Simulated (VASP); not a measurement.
# W (P6/mmm) in VASP: notebook

W is run at these levels: PBEsol; tasks: single point, relaxation of cell and atoms.

Everything below comes from runs of VASP 6.6.1. Logs are shortened: lines on timing, memory, paths and dates and some standing lists are left out, and cuts for length are marked.

## Step 1: The cell of the first run

The structure is hexagonal, space group P6/mmm (No. 191). Conventional cell: a = 2.760 Å, b = 2.760 Å, c = 2.568 Å, α = 90.00°, β = 90.00°, γ = 120.00°. W (site symmetry 6/mmm) has 8 W at 2.57 to 2.76 Å within 3.4 Å.

This isn't the form of W at room conditions, which is bcc.

## Step 2: Single point, PBEsol

Contents of INCAR:

```
ALGO = Fast ; EDIFF = 1E-7
ENCUT = 520 ; GGA = PS
ISIF = 2 ; ISMEAR = 0
LASPH = True ; LCHARG = False
LREAL = False ; LWAVE = False
NBANDS = 13 ; NELM = 80
PREC = Accurate ; SIGMA = 0.1
```

Contents of KPOINTS:

```
k-points
0
Gamma
  24 24 22
```

Contents of POSCAR:

```
W
1.0
    2.7598059930      0.0000000000      0.0000000000
   -1.3799029965      2.3900620995      0.0000000000
    0.0000000000      0.0000000000      2.5678557985
W
1
Direct
    0.0000000000      0.0000000000      0.0000000000
```

Potentials or basis: VASP PAW PBE potentials, release 64 (W_sv).

The run is started by

```
cat potpaw_PBE.64/W_sv/POTCAR > POTCAR
mpirun -np 1 vasp_std > vasp.out
```

OUTCAR:

```text
EDIFF = 1E-7
   ENCUT = 520
   GGA = PS
   ISIF = 2
   ISMEAR = 0
   LASPH = True
   LREAL = False
   NELM = 80
   PREC = Accurate

 ion  position               nearest neighbor table
   1  0.000  0.000  0.000-

  LATTYP: Found a hexagonal cell.
 ALAT       =     2.7598059930
 C/A-ratio  =     0.9304479391

  Lattice vectors:

 A1 = (   2.7598059930,   0.0000000000,   0.0000000000)
 A2 = (  -1.3799029965,   2.3900620995,   0.0000000000)
 A3 = (   0.0000000000,   0.0000000000,   2.5678557985)

Analysis of symmetry for initial positions (statically):
=====================================================================
 Subroutine PRICEL returns:
 Original cell was already a primitive cell.

 Routine SETGRP: Setting up the symmetry group for a
 hexagonal supercell.

 Subroutine GETGRP returns: Found 24 space group operations
 (whereof 24 operations were pure point group operations)
 out of a pool of 24 trial point group operations.

The static configuration has the point symmetry D_6h.

Analysis of symmetry for dynamics (positions and initial velocities):
=====================================================================
 Subroutine PRICEL returns:
 Original cell was already a primitive cell.

 Routine SETGRP: Setting up the symmetry group for a
 hexagonal supercell.

 Subroutine GETGRP returns: Found 24 space group operations
 (whereof 24 operations were pure point group operations)
 out of a pool of 24 trial point group operations.

The dynamic configuration has the point symmetry D_6h.

 Subroutine INISYM returns: Found 24 space group operations
 (whereof 24 operations are pure point group operations),
 and found     1 'primitive' translations

----------------------------------------------------------------------------------------

                                     Primitive cell

  volume of cell :      16.9379

  direct lattice vectors                    reciprocal lattice vectors
     2.759805993  0.000000000  0.000000000     0.362344311  0.209199585  0.000000000
    -1.379902997  2.390062100  0.000000000     0.000000000  0.418399171  0.000000000
     0.000000000  0.000000000  2.567855799     0.000000000  0.000000000  0.389429967

  length of vectors
     2.759805993  2.759805993  2.567855799     0.418399171  0.418399171  0.389429967

  position of ions in fractional coordinates (direct lattice)
     0.000000000  0.000000000  0.000000000

  ion indices of the primitive-cell ions
   primitive index   ion index
                 1           1

----------------------------------------------------------------------------------------

 KPOINTS: k-points

Automatic generation of k-mesh.
 Grid dimensions read from file:
 generate k-points for:   24   24   22

 Generating k-lattice:

  Cartesian coordinates                     Fractional coordinates (reciprocal lattice)
     0.015097680  0.008716649  0.000000000     0.041666667  0.000000000  0.000000000
     0.000000000  0.017433299  0.000000000     0.000000000  0.041666667  0.000000000
     0.000000000  0.000000000  0.017701362     0.000000000  0.000000000  0.045454545

  Length of vectors
     0.017433299  0.017433299  0.017701362

  Shift w.r.t. Gamma in fractional coordinates (k-lattice)
     0.000000000  0.000000000  0.000000000

 Subroutine IBZKPT returns following result:
 ===========================================

 Found    732 irreducible k-points:

 Following reciprocal coordinates:
            Coordinates               Weight
  0.000000  0.000000  0.000000      1.000000
  0.041667 -0.000000  0.000000      6.000000
  0.083333  0.000000  0.000000      6.000000
  0.125000 -0.000000  0.000000      6.000000
  0.166667 -0.000000  0.000000      6.000000
  0.208333 -0.000000  0.000000      6.000000
[... 16 lines left out ...]
  0.416667  0.041667  0.000000     12.000000
  0.458333  0.041667  0.000000     12.000000
 [... further k-points ...]
   k-points           NKPTS =    732   k-points in BZ     NKDIM =    732   number of bands    NBANDS=     13
   number of dos      NEDOS =    301   number of ions     NIONS =      1
   total plane-waves  NPLWV =  11520
   dimension x,y,z NGX =    24 NGY =   24 NGZ =   20
   dimension x,y,z NGXF=    48 NGYF=   48 NGZF=   40
   ions per type =               1
   NGX,Y,Z   is equivalent  to a cutoff of  14.46, 14.46, 12.95 a.u.
   NGXF,Y,Z  is equivalent  to a cutoff of  28.91, 28.91, 25.90 a.u.
 SYSTEM =  unknown system
   PREC   = accura    normal or accurate (medium, high low for compatibility)
   ISTART =      0    job   : 0-new  1-cont  2-samecut
   ICHARG =      2    charge: 1-file 2-atom 10-const
   ISPIN  =      1    spin polarized calculation?
   LNONCOLLINEAR =      F non collinear calculations
   LSORBIT =      F    spin-orbit coupling
   LASPH  =      T    aspherical Exc in radial PAW
   ENCUT  =  520.0 eV  38.22 Ry    6.18 a.u.   5.13  5.13  4.77*2*pi/ulx,y,z
   NELM   =     80;   NELMIN=  2; NELMDL= -5     # of ELM steps
   EDIFF  = 0.1E-06   stopping-criterion for ELM
   LREAL  =      F    real-space projection
   EDIFFG = 0.1E-05   stopping-criterion for IOM
   NSW    =      0    number of steps for IOM
   IBRION =     -1    ionic relax: 0-MD 1-quasi-New 2-CG
   NFREE  =      0    steps in history (QN), initial steepest desc. (CG)
   ISIF   =      2    stress and relaxation
   ISYM   =      2    0-nonsym 1-usesym 2-fastsym
   POTIM  = 0.5000    time-step for ionic-motion
   TEBEG  =    0.0;   TEEND  =   0.0 temperature during run
   PSTRESS=    0.0 pullay stress
   NELECT =      14.0000    total number of electrons
   NUPDOWN=      -1.0000    fix difference up-down
   EMIN   =  10.00;   EMAX   =-10.00  energy-range for DOS
   EFERMI =   0.00;   METHOD = LEGACY
   ISMEAR =     0;   SIGMA  =   0.10  broadening in eV -4-tet -1-fermi 0-gaus
   EFERMI_NEDOS =   21; number of points for ismear=-14 and -15
   IALGO  =     68    algorithm
   IMIX   =      4    mixing-type and parameters
     AMIX     =   0.40;   BMIX     =  1.00
     AMIX_MAG =   1.60;   BMIX_MAG =  1.00
  volume/ion in A,a.u.               =      16.94       114.30
  Fermi-wavevector in a.u.,A,eV,Ry     =   1.536378  2.903333 32.115968  2.360457
  Thomas-Fermi vector in A             =   2.643035
   LORBIT       =      0    0 simple, 1 ext, 2 COOP (PROOUT), +10 PAW based schemes
   GGA     = PS    functional components
   LHFCALC =     F    Hartree Fock is set to
   AEXX    =    0.0000 exact exchange contribution
   IVDW    =     0    specifies the selected vdW correction
   LEPSILON=     F    determine dielectric tensor
   LRPA    =     F    only Hartree local field effects (RPA)
 non-spin polarized calculation
 RMM-DIIS sequential band-by-band and
 Gauss-broadening in eV      SIGMA  =   0.10
  energy-cutoff  :      520.00
  volume of cell :       16.94
 maximum number of plane-waves:       469
 NGX is ok and might be reduce to    24
   NGX = 11   NGY = 11   NGZ =  9

 number of electron      14.0000000 magnetization

 Free energy of the ion-electron system (eV)
  ---------------------------------------------------
  ext. energy  EPLUGINS =         0.00000000
  ---------------------------------------------------
  free energy    TOTEN  =       -12.60698089 eV

  energy without entropy =      -12.60381460  energy(sigma->0) =      -12.60539775

 E-fermi :  10.2480     XC(G=0): -13.2998

 val. band max:       10.2462178289   @ k =   0.3333  -0.0000   0.4545
 cond. band min:      10.2678920802   @ k =   0.0417  -0.0000   0.4091
 fundamental gap:      0.0216742512
 Fermi energy:        10.2479771684

 k-point     1 :       0.0000    0.0000    0.0000
  band No.  band energies     occupation
      1     -63.7257      2.00000
      2     -27.3125      2.00000
      3     -27.3125      2.00000
      4     -27.2757      2.00000
      5       1.1572      2.00000
      6       5.6274      2.00000
      7       9.4411      2.00000
      8       9.4411      2.00000
      9      15.4167      0.00000
     10      15.4167      0.00000
     11      22.8703      0.00000
     12      25.4496      0.00000
     13      30.2302      0.00000

 k-point     2 :       0.0417   -0.0000    0.0000
  band No.  band energies     occupation
      1     -63.7239      2.00000
      2     -27.3349      2.00000
      3     -27.3175      2.00000
      4     -27.2735      2.00000
      5       1.2301      2.00000
      6       5.6593      2.00000
      7       9.3579      2.00000
      8       9.5106      2.00000
      9      15.3143      0.00000
     10      15.4013      0.00000
     11      23.0546      0.00000
     12      25.6170      0.00000
     13      29.6947      0.00000

 k-point     3 :       0.0833    0.0000    0.0000
  band No.  band energies     occupation
      1     -63.7185      2.00000
      2     -27.4003      2.00000
      3     -27.3322      2.00000
      4     -27.2668      2.00000
      5       1.4440      2.00000
      6       5.7532      2.00000
      7       9.1292      2.00000
      8       9.7181      2.00000
      9      15.0300      0.00000
     10      15.3566      0.00000
     11      23.5814      0.00000
     12      26.0934      0.00000
     13      28.5967      0.00000

 k-point     4 :       0.1250   -0.0000    0.0000
  band No.  band energies     occupation
      1     -63.7098      2.00000
      2     -27.5032      2.00000
      3     -27.3556      2.00000
      4     -27.2561      2.00000
      5       1.7840      2.00000
      6       5.9018      2.00000
      7       8.8095      2.00000
      8      10.0595      1.99230
      9      14.6175      0.00000
     10      15.2861      0.00000
     11      24.3684      0.00000
     12      26.8141      0.00000
     13      27.3912      0.00000

 k-point     5 :       0.1667   -0.0000    0.0000
  band No.  band energies     occupation
      1     -63.6985      2.00000
      2     -27.6353      2.00000
      3     -27.3859      2.00000
      4     -27.2422      2.00000
      5       2.2247      2.00000
      6       6.0861      2.00000
      7       8.4755      2.00000
      8      10.5282      0.00007
      9      14.1363      0.00000
     10      15.1958      0.00000
     11      25.1124      0.00000
     12      26.4329      0.00000
     13      27.6981      0.00000
[... 257 lines left out ...]
 k-point    22 :       0.3750    0.0417    0.0000
  band No.  band energies     occupation
      1     -63.6269      2.00000
      2     -28.4117      2.00000
      3     -27.5842      2.00000
      4     -27.1539      2.00000
      5       4.4481      2.00000
      6       6.3420      2.00000
      7       9.5383      2.00000
      8      11.9179      0.00000
      9      14.6155      0.00000
     10      14.7036      0.00000
     11      20.5318      0.00000
     12      23.8790      0.00000
     13      27.8239      0.00000

 k-point    23 :       0.4167    0.0417    0.0000
  band No.  band energies     occupation
      1     -63.6198      2.00000
      2     -28.4853      2.00000
      3     -27.6032      2.00000
      4     -27.1450      2.00000
      5       4.5001      2.00000
      6       6.4243      2.00000
      7       9.9755      1.99988
      8      11.7404      0.00000
      9      14.5623      0.00000
     10      15.3715      0.00000
     11      20.0592      0.00000
     12      23.2142      0.00000
     13      27.1941      0.00000

 k-point    24 :       0.4583    0.0417    0.0000
  band No.  band energies     occupation
      1     -63.6161      2.00000
      2     -28.5232      2.00000
      3     -27.6130      2.00000
      4     -27.1404      2.00000
      5       4.5085      2.00000
      6       6.4846      2.00000
      7      10.2276      1.22645
      8      11.6506      0.00000
      9      14.5350      0.00000
     10      15.7695      0.00000
     11      19.8100      0.00000
     12      22.8199      0.00000
     13      26.8280      0.00000

 [... further k-points ...]

------------------------ aborting loop because EDIFF is reached ----------------------------------------

  FORCE on cell =-STRESS in cart. coord.  units (eV):
  Direction    XX          YY          ZZ          XY          YZ          ZX
  --------------------------------------------------------------------------------------
  -------------------------------------------------------------------------------------
  Total        0.0586035      0.0586035      0.1128130     -0.0000000     -0.0000000      0.0000000
  in kB        5.5433942      5.5433942     10.6711529     -0.0000000     -0.0000000      0.0000000
  external PRESSURE =       7.2526471 kB  Pullay stress =       0.0000000 kB

 VOLUME and BASIS-vectors are now :
 -----------------------------------------------------------------------------
  energy-cutoff  :      520.00
  volume of cell :       16.94
      direct lattice vectors                 reciprocal lattice vectors
     2.759805993  0.000000000  0.000000000     0.362344311  0.209199585  0.000000000
    -1.379902997  2.390062100  0.000000000     0.000000000  0.418399171  0.000000000
     0.000000000  0.000000000  2.567855799     0.000000000  0.000000000  0.389429967

 POSITION                                       TOTAL-FORCE (eV/Angst)
 -----------------------------------------------------------------------------------
      0.00000      0.00000      0.00000        -0.000000      0.000000      0.000000
 -----------------------------------------------------------------------------------
    total drift:                                0.000000      0.000000      0.000000

  FREE ENERGIE OF THE ION-ELECTRON SYSTEM (eV)
  ---------------------------------------------------
  free  energy   TOTEN  =       -12.6069808904 eV

  energy  without entropy=      -12.6038146046  energy(sigma->0) =      -12.60539775
```

It took 78 s on 1 thread of Intel Xeon Platinum 8375C at 2.90GHz (Ice Lake), shared host; peak memory 0.26 GiB.

What came out:

| Item | Value |
| --- | --- |
| Free energy | -12.6070 eV |
| Pressure | 0.7 GPa |
| Band gap on the k mesh | zero (bands 7 and 8 overlap by 1.95 eV) |

Levels at points of the mesh, in eV from the Fermi level:
```csv
k point,band 5,band 6,band 7,band 8,band 9,band 10
"(0.00, 0.00, 0.00)",-9.09,-4.62,-0.81,-0.81,5.17,5.17
"(0.50, 0.00, 0.00)",-5.81,-3.77,0.09,1.37,4.34,5.50
"(0.00, 0.00, 0.50)",-5.39,-0.84,0.17,0.17,1.09,1.09
"(0.50, 0.00, 0.50)",-5.74,-3.84,-0.39,5.58,5.95,6.24
```

Caveat: the PAW data sets were made with another functional, which shifts forces and pressure a little; spin-orbit coupling is left out, which moves the levels of the heavy elements.

[end of part 1 of 2]
